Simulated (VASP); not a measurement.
# ZrB2 (I4_1md) in VASP: further runs

Runs on ZrB2. Level: PBE. Tasks: single point, relaxation of cell and atoms.

Program: VASP 6.6.1. These are calculated values, not measurements. Logs are shortened: lines on timing, memory, paths and dates and some standing lists are left out, and cuts for length are marked.

### 1 The cell of the first run

Symmetry: I4_1md, No. 109, tetragonal system. The conventional cell has a = 4.491 Å, b = 4.491 Å, c = 6.302 Å, α = 90.00°, β = 90.00°, γ = 90.00°. Within 3.4 Å of Zr (site symmetry 2mm) lie 12 B at 2.59 to 2.69 Å and 4 Zr at 2.74 Å. Within 2.7 Å of B (site symmetry m) lie 6 B at 1.88 to 2.61 Å and 6 Zr at 2.59 to 2.69 Å.

The cell was built from a structure type or drawn by symmetry, and may not be a known phase.

### 2 Single point, PBE

INCAR reads:

```
SYSTEM = ZrB2
PREC     = Accurate       ! precision mode
ENCUT    = 520            ! plane-wave cutoff, eV
EDIFF    = 1E-6           ! SCF threshold, eV
ISMEAR   = 0              ! smearing method
SIGMA    = 0.1            ! smearing width, eV
LREAL    = .False.        ! projectors in reciprocal space
LASPH    = .True.         ! aspherical terms in the spheres
NELM     = 100            ! most SCF steps
ALGO     = Normal         ! electronic algorithm
ISIF     = 2              ! what is computed and relaxed
LWAVE    = .False.        ! write WAVECAR
LCHARG   = .False.        ! write CHGCAR
GGA      = PE             ! functional
NBANDS   = 27             ! bands
```

KPOINTS reads:

```
regular mesh
0
Gamma
  6 6 6
  0 0 0
```

POSCAR reads:

```
ZrB2
1.0
   -2.2453473306      2.2453473306      3.1507829565
    2.2453473306     -2.2453473306      3.1507829565
    2.2453473306      2.2453473306     -3.1507829565
Zr B
2 4
Direct
    0.0593747822      0.0593747822      0.0000000000
    0.8093747822      0.3093747822      0.5000000000
    0.4591231317      0.6685797624      0.7905433693
    0.8780363932      0.6685797624      0.2094566307
    0.4185797624      0.7091231317      0.2905433693
    0.4185797624      0.1280363932      0.7094566307
```

Potentials or basis: VASP PAW PBE potentials, release 64 (Zr_sv, B).

Launch:

```sh
> cat potpaw_PBE.64/Zr_sv/POTCAR potpaw_PBE.64/B/POTCAR > POTCAR
> mpirun -np 1 vasp_std > vasp.out
```

OUTCAR:

```text
SYSTEM = ZrB2
   PREC = Accurate
   ENCUT = 520
   EDIFF = 1E-6
   ISMEAR = 0
   LREAL = .False.
   LASPH = .True.
   NELM = 100
   ISIF = 2
   GGA = PE

 ion  position               nearest neighbor table
   1  0.059  0.059  0.000-   6 2.59   5 2.59   5 2.59   6 2.59   5 2.61   6 2.61   4 2.64   3 2.64
                             4 2.69   3 2.69   3 2.69   4 2.69   2 2.74   2 2.74   2 2.74   2 2.74
   2  0.809  0.309  0.500-   4 2.59   3 2.59   3 2.59   4 2.59   3 2.61   4 2.61   6 2.64   5 2.64
                             6 2.69   5 2.69   5 2.69   6 2.69   1 2.74   1 2.74   1 2.74   1 2.74
   3  0.459  0.669  0.791-   4 1.88   2 2.59   2 2.59   2 2.61   1 2.64   1 2.69   1 2.69
   4  0.878  0.669  0.209-   3 1.88   2 2.59   2 2.59   2 2.61   1 2.64   1 2.69   1 2.69
   5  0.419  0.709  0.291-   6 1.88   1 2.59   1 2.59   1 2.61   2 2.64   2 2.69   2 2.69
   6  0.419  0.128  0.709-   5 1.88   1 2.59   1 2.59   1 2.61   2 2.64   2 2.69   2 2.69

  LATTYP: Found a body centered tetragonal cell.
 ALAT       =     4.4906946612
 C/A-ratio  =     1.4032496949

  Lattice vectors:

 A1 = (  -2.2453473306,   2.2453473306,   3.1507829565)
 A2 = (   2.2453473306,  -2.2453473306,   3.1507829565)
 A3 = (   2.2453473306,   2.2453473306,  -3.1507829565)

Analysis of symmetry for initial positions (statically):
=====================================================================
 Subroutine PRICEL returns:
 Original cell was already a primitive cell.

 Routine SETGRP: Setting up the symmetry group for a
 body centered tetragonal supercell.

 Subroutine GETGRP returns: Found  8 space group operations
 (whereof  4 operations were pure point group operations)
 out of a pool of 16 trial point group operations.

The static configuration has the point symmetry C_2v.
 The point group associated with its full space group is C_4v.

Analysis of symmetry for dynamics (positions and initial velocities):
=====================================================================
 Subroutine PRICEL returns:
 Original cell was already a primitive cell.

 Routine SETGRP: Setting up the symmetry group for a
 body centered tetragonal supercell.

 Subroutine GETGRP returns: Found  8 space group operations
 (whereof  4 operations were pure point group operations)
 out of a pool of 16 trial point group operations.

The dynamic configuration has the point symmetry C_2v.
 The point group associated with its full space group is C_4v.

 Subroutine INISYM returns: Found  8 space group operations
 (whereof  4 operations are pure point group operations),
 and found     1 'primitive' translations

----------------------------------------------------------------------------------------

                                     Primitive cell

  volume of cell :      63.5398

  direct lattice vectors                    reciprocal lattice vectors
    -2.245347331  2.245347331  3.150782957     0.000000000  0.222682697  0.158690715
     2.245347331 -2.245347331  3.150782957     0.222682697  0.000000000  0.158690715
     2.245347331  2.245347331 -3.150782957     0.222682697  0.222682697  0.000000000

  length of vectors
     4.473321194  4.473321194  4.473321194     0.273441633  0.273441633  0.314920891

  position of ions in fractional coordinates (direct lattice)
     0.059374782  0.059374782  0.000000000
     0.809374782  0.309374782  0.500000000
     0.459123132  0.668579762  0.790543369
     0.878036393  0.668579762  0.209456631
     0.418579762  0.709123132  0.290543369
     0.418579762  0.128036393  0.709456631

  ion indices of the primitive-cell ions
   primitive index   ion index
                 1           1
                 2           2
                 3           3
                 4           4
                 5           5
                 6           6

----------------------------------------------------------------------------------------

 KPOINTS: regular mesh

Automatic generation of k-mesh.
 Grid dimensions read from file:
 generate k-points for:    6    6    6

 Generating k-lattice:

  Cartesian coordinates                     Fractional coordinates (reciprocal lattice)
     0.000000000  0.037113783  0.026448452     0.166666667  0.000000000  0.000000000
     0.037113783  0.000000000  0.026448452     0.000000000  0.166666667  0.000000000
     0.037113783  0.037113783  0.000000000     0.000000000  0.000000000  0.166666667

  Length of vectors
     0.045573606  0.045573606  0.052486815

  Shift w.r.t. Gamma in fractional coordinates (k-lattice)
     0.000000000  0.000000000  0.000000000

 Subroutine IBZKPT returns following result:
 ===========================================

 Found     30 irreducible k-points:

 Following reciprocal coordinates:
            Coordinates               Weight
  0.000000  0.000000  0.000000      1.000000
  0.166667  0.000000  0.000000      8.000000
  0.333333  0.000000  0.000000      8.000000
  0.500000  0.000000  0.000000      4.000000
  0.166667  0.166667  0.000000      8.000000
  0.333333  0.166667  0.000000     16.000000
[... 16 lines left out ...]
 -0.333333 -0.333333  0.166667      8.000000
 -0.166667 -0.333333  0.166667      8.000000
 [... further k-points ...]
   k-points           NKPTS =     30   k-points in BZ     NKDIM =     30   number of bands    NBANDS=     27
   number of dos      NEDOS =    301   number of ions     NIONS =      6
   total plane-waves  NPLWV =  46656
   dimension x,y,z NGX =    36 NGY =   36 NGZ =   36
   dimension x,y,z NGXF=    72 NGYF=   72 NGZF=   72
   ions per type =               2   4
   NGX,Y,Z   is equivalent  to a cutoff of  13.38, 13.38, 13.38 a.u.
   NGXF,Y,Z  is equivalent  to a cutoff of  26.76, 26.76, 26.76 a.u.
 SYSTEM =  ZrB2
   PREC   = accura    normal or accurate (medium, high low for compatibility)
   ISTART =      0    job   : 0-new  1-cont  2-samecut
   ICHARG =      2    charge: 1-file 2-atom 10-const
   ISPIN  =      1    spin polarized calculation?
   LNONCOLLINEAR =      F non collinear calculations
   LSORBIT =      F    spin-orbit coupling
   LASPH  =      T    aspherical Exc in radial PAW
   ENCUT  =  520.0 eV  38.22 Ry    6.18 a.u.   8.32  8.32  8.32*2*pi/ulx,y,z
   NELM   =    100;   NELMIN=  2; NELMDL= -5     # of ELM steps
   EDIFF  = 0.1E-05   stopping-criterion for ELM
   LREAL  =      F    real-space projection
   EDIFFG = 0.1E-04   stopping-criterion for IOM
   NSW    =      0    number of steps for IOM
   IBRION =     -1    ionic relax: 0-MD 1-quasi-New 2-CG
   NFREE  =      0    steps in history (QN), initial steepest desc. (CG)
   ISIF   =      2    stress and relaxation
   ISYM   =      2    0-nonsym 1-usesym 2-fastsym
   POTIM  = 0.5000    time-step for ionic-motion
   TEBEG  =    0.0;   TEEND  =   0.0 temperature during run
   PSTRESS=    0.0 pullay stress
   NELECT =      36.0000    total number of electrons
   NUPDOWN=      -1.0000    fix difference up-down
   EMIN   =  10.00;   EMAX   =-10.00  energy-range for DOS
   EFERMI =   0.00;   METHOD = LEGACY
   ISMEAR =     0;   SIGMA  =   0.10  broadening in eV -4-tet -1-fermi 0-gaus
   EFERMI_NEDOS =   21; number of points for ismear=-14 and -15
   IALGO  =     38    algorithm
   IMIX   =      4    mixing-type and parameters
     AMIX     =   0.40;   BMIX     =  1.00
     AMIX_MAG =   1.60;   BMIX_MAG =  1.00
  volume/ion in A,a.u.               =      10.59        71.46
  Fermi-wavevector in a.u.,A,eV,Ry     =   1.354650  2.559918 24.967739  1.835077
  Thomas-Fermi vector in A             =   2.481804
   LORBIT       =      0    0 simple, 1 ext, 2 COOP (PROOUT), +10 PAW based schemes
   GGA     = PE    functional components
   LHFCALC =     F    Hartree Fock is set to
   AEXX    =    0.0000 exact exchange contribution
   IVDW    =     0    specifies the selected vdW correction
   LEPSILON=     F    determine dielectric tensor
   LRPA    =     F    only Hartree local field effects (RPA)
 non-spin polarized calculation
 Gauss-broadening in eV      SIGMA  =   0.10
  energy-cutoff  :      520.00
  volume of cell :       63.54
 maximum number of plane-waves:      1728
 NGX is ok and might be reduce to    36
   NGX = 17   NGY = 17   NGZ = 17

 number of electron      36.0000000 magnetization

 Free energy of the ion-electron system (eV)
  ---------------------------------------------------
  ext. energy  EPLUGINS =         0.00000000
  ---------------------------------------------------
  free energy    TOTEN  =       -42.75144531 eV

  energy without entropy =      -42.73831199  energy(sigma->0) =      -42.74487865

 E-fermi :  10.3224     XC(G=0): -12.3603

 val. band max:       10.3157178408   @ k =   0.5000   0.3333   0.0000
 cond. band min:      10.3374577925   @ k =  -0.3333   0.3333   0.3333
 fundamental gap:      0.0217399517
 Fermi energy:        10.3224064873

 k-point     1 :       0.0000    0.0000    0.0000
  band No.  band energies     occupation
      1     -38.2506      2.00000
      2     -37.7078      2.00000
      3     -16.6967      2.00000
      4     -16.6967      2.00000
      5     -16.6780      2.00000
      6     -15.7881      2.00000
[... 19 lines left out ...]
     26      17.2572      0.00000
     27      17.5762      0.00000

 k-point     2 :       0.1667    0.0000    0.0000
  band No.  band energies     occupation
      1     -38.2245      2.00000
      2     -37.7353      2.00000
      3     -16.7370      2.00000
      4     -16.7362      2.00000
      5     -16.6999      2.00000
      6     -15.7764      2.00000
[... 19 lines left out ...]
     26      16.2023      0.00000
     27      16.3233      0.00000

 k-point     3 :       0.3333    0.0000    0.0000
  band No.  band energies     occupation
      1     -38.1607      2.00000
      2     -37.8019      2.00000
      3     -16.8097      2.00000
      4     -16.8065      2.00000
      5     -16.7468      2.00000
      6     -15.7524      2.00000
[... 594 lines left out ...]
      1     -38.0996      2.00000
      2     -37.8647      2.00000
      3     -16.9703      2.00000
      4     -16.8968      2.00000
      5     -16.5019      2.00000
      6     -15.9987      2.00000
[... 19 lines left out ...]
     26      15.7353      0.00000
     27      16.1727      0.00000

 k-point    24 :      -0.1667   -0.3333    0.1667
  band No.  band energies     occupation
      1     -38.1607      2.00000
      2     -37.8018      2.00000
      3     -16.8725      2.00000
      4     -16.8523      2.00000
      5     -16.5943      2.00000
      6     -15.9038      2.00000
[... 19 lines left out ...]
     26      15.2216      0.00000
     27      16.3044      0.00000

 [... further k-points ...]
[... 5 lines left out ...]
  --------------------------------------------------------------------------------------
  -------------------------------------------------------------------------------------
  Total        0.0471815      0.0471815      0.0794798      0.0000000      0.0000000      0.0000000
  in kB        1.1896993      1.1896993      2.0041114      0.0000000      0.0000000      0.0000000
  external PRESSURE =       1.4611700 kB  Pullay stress =       0.0000000 kB

 VOLUME and BASIS-vectors are now :
 -----------------------------------------------------------------------------
  energy-cutoff  :      520.00
  volume of cell :       63.54
      direct lattice vectors                 reciprocal lattice vectors
    -2.245347331  2.245347331  3.150782957     0.000000000  0.222682697  0.158690715
     2.245347331 -2.245347331  3.150782957     0.222682697  0.000000000  0.158690715
     2.245347331  2.245347331 -3.150782957     0.222682697  0.222682697  0.000000000

 POSITION                                       TOTAL-FORCE (eV/Angst)
 -----------------------------------------------------------------------------------
      0.00000      0.00000      0.37415        -0.000000      0.000000     -0.002373
      0.00000      2.24535      1.94955         0.000000     -0.000000     -0.002373
      2.24535      1.30474      1.06232         0.000000     -0.001266      0.001187
     -0.00000      0.94061      4.21310         0.000000      0.001266      0.001187
      1.30474      0.00000      2.63771        -0.001266     -0.000000      0.001187
      0.94061      2.24535     -0.51307         0.001266      0.000000      0.001187
 -----------------------------------------------------------------------------------
    total drift:                               -0.000000     -0.000000     -0.000083

  FREE ENERGIE OF THE ION-ELECTRON SYSTEM (eV)
  ---------------------------------------------------
  free  energy   TOTEN  =       -42.7514453086 eV

  energy  without entropy=      -42.7383119950  energy(sigma->0) =      -42.74487865
```

Wall time 71 s (1 thread of Intel Xeon 8259CL, shared host); peak memory 0.22 GiB.

What came out:

| Property | Result |
| --- | --- |
| Free energy | -42.7514 eV |
| Pressure | 0.1 GPa |
| Band gap on the k mesh | zero (bands 18 and 19 overlap by 0.24 eV) |

Forces on the atoms (eV/Å):
```
Zr   0.000  0.000 -0.002
Zr   0.000  0.000 -0.002
B    0.000 -0.001  0.001
B    0.000  0.001  0.001
B   -0.001  0.000  0.001
B    0.001  0.000  0.001
```

### 3 Relaxation of cell and atoms, PBE

This run uses another cell than the first one, of 10.77 Å³/atom.

INCAR reads:

```
SYSTEM = ZrB2
ALGO = Normal
EDIFF = 1E-6
EDIFFG = -0.04
ENCUT = 600
GGA = PE
IBRION = 2
ISIF = 3
ISMEAR = 0
LASPH = .TRUE.
LCHARG = .FALSE.
LREAL = .FALSE.
LWAVE = .FALSE.
NELM = 60
NSW = 90
PREC = Accurate
SIGMA = 0.1
```

KPOINTS reads:

```
k-points
0
G
  6 6 6
  0 0 0
```

POSCAR reads:

```
ZrB2
1.0
   -2.5495774118      2.5495774118      2.4847967609
    2.5495774118     -2.5495774118      2.4847967609
    2.5495774118      2.5495774118     -2.4847967609
Zr B
2 4
Direct
    0.1465343071      0.1465343071      0.0000000000
    0.8965343071      0.3965343071      0.5000000000
    0.4583333333      0.6250000000      0.8333333333
    0.7916666667      0.6250000000      0.1666666667
    0.3750000000      0.7083333333      0.3333333333
    0.3750000000      0.0416666667      0.6666666667
```

Potentials or basis: VASP PAW PBE potentials, release 64 (Zr_sv, B).

Launch:

```sh
> cat potpaw_PBE.64/Zr_sv/POTCAR potpaw_PBE.64/B/POTCAR > POTCAR
> mpirun -np 1 vasp_std > vasp.out
```

It took 34 min on 1 thread of Intel Xeon 8259CL, shared host; peak memory 0.25 GiB.

It converged, with:

| Property | Result |
| --- | --- |
| Free energy | -42.7501 eV |
| Relaxed volume | 10.61 Å³/atom |
| Relaxed cell | a = 4.475 Å, b = 4.475 Å, c = 4.475 Å, α = 119.66°, β = 119.66°, γ = 90.58° |
| Space group after relaxing (to 0.1 Å) | I4_1md (No. 109) |
| Pressure after relaxing | -0.3 GPa |
| Largest force after relaxing | 0.023 eV/Å |
| Band gap on the k mesh | zero (bands 18 and 19 overlap by 0.24 eV) |

Forces in eV/Å, atoms in the order of the input:
```
Zr   0.000  0.000 -0.014
Zr   0.000  0.000 -0.014
B    0.000  0.022  0.007
B    0.000 -0.022  0.007
B    0.022  0.000  0.007
B   -0.022  0.000  0.007
```

Stress tensor (GPa, compression positive):
```
-0.51  0.00  0.00
 0.00 -0.51  0.00
 0.00  0.00  0.15
```

Final structure:
```xyz
6
Lattice="-2.2486 2.2486 3.1478 2.2486 -2.2486 3.1478 2.2486 2.2486 -3.1478" Properties=species:S:1:pos:R:3 pbc="T T T"
Zr    0.0000    0.0000    0.3740
Zr    0.0000    2.2486    1.9479
B     2.2486    1.3051    1.0612
B     0.0000    0.9435    4.2090
B     1.3051    0.0000    2.6351
B     0.9435    2.2486   -0.5127
```

Levels at points of the mesh, in eV from the Fermi level:
```
           k point  band 15  band 16  band 17  band 18  band 19  band 20  band 21  band 22
(0.00, 0.00, 0.00)    -4.45    -3.98    -3.98    -3.55     2.90     2.90     2.91     3.38
(0.50, 0.00, 0.00)    -3.57    -1.23    -1.15    -0.60     1.59     1.99     2.34     3.23
(0.50, 0.50, 0.00)    -1.83    -1.83    -0.57    -0.57    -0.20    -0.20     1.05     1.05
(0.50, 0.50, 0.50)    -1.48    -1.48    -0.26    -0.26     0.01     0.01     0.44     0.44
```

[end of part 1 of 2]
